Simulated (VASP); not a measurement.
Wanted: the native input for a VASP 6.6.1 run.

- Task: single point
- Functional: PBE
- Potentials or basis: VASP PAW PBE potentials, release 64 (Si, N)
- Cutoff: 520 eV
- k mesh: 6 × 6 × 6
- Occupations: gaussian, width 0.02 eV
- Spin: no spin polarisation
- Dipole correction: no
- Further INCAR settings: ALGO = Normal; EDIFF = 1e-07; NBANDS = 45

The structure of Si3N4 lies in POSCAR:

```
Si3N4
1.0
    0.0000000000      4.0203373680      4.0203373680
    4.0203373680      0.0000000000      4.0203373680
    4.0203373680      4.0203373680      0.0000000000
Si N
6 8
Direct
    0.1250000000      0.1250000000      0.6250000000
    0.1250000000      0.6250000000      0.1250000000
    0.6250000000      0.1250000000      0.1250000000
    0.1250000000      0.1250000000      0.1250000000
    0.7500000000      0.7500000000      0.7500000000
    0.5000000000      0.5000000000      0.5000000000
    0.3668922662      0.3668922662      0.3668922662
    0.3506767985      0.8831077338      0.8831077338
    0.8831077338      0.8831077338      0.3506767985
    0.8831077338      0.3506767985      0.8831077338
    0.3668922662      0.3668922662      0.8993232015
    0.3668922662      0.8993232015      0.3668922662
    0.8831077338      0.8831077338      0.8831077338
    0.8993232015      0.3668922662      0.3668922662
```

These files were run (other wordings do the same):

INCAR

```
SYSTEM = Si3N4
PREC = Accurate ; ENCUT = 520
EDIFF = 1E-7 ; ISMEAR = 0
SIGMA = 0.02 ; LREAL = .False.
LASPH = .True. ; NELM = 80
ALGO = Normal ; ISIF = 2
LWAVE = .False. ; LCHARG = .False.
GGA = PE ; NBANDS = 45
```

KPOINTS

```
Automatic mesh
0
Gamma
  6 6 6
  0 0 0
```

Potentials or basis: VASP PAW PBE potentials, release 64 (Si, N).

Command:

```sh
$ cat potpaw_PBE.64/Si/POTCAR potpaw_PBE.64/N/POTCAR > POTCAR
$ mpirun -np 1 vasp_std > vasp.out
```

Results of the run:

```yaml
Pressure: -22.9 GPa
Largest_force: 0.004 eV/Å
Band_gap_on_the_k_mesh: 2.97 eV (least direct gap 3.04 eV)
```

Caveat: the cell stands under tension.

Run time: 100 s on 1 thread of Intel(R) Xeon(R) Platinum 8259CL CPU @ 2.50GHz (Skylake/Cascade Lake) (shared host), peak memory 0.28 GiB.
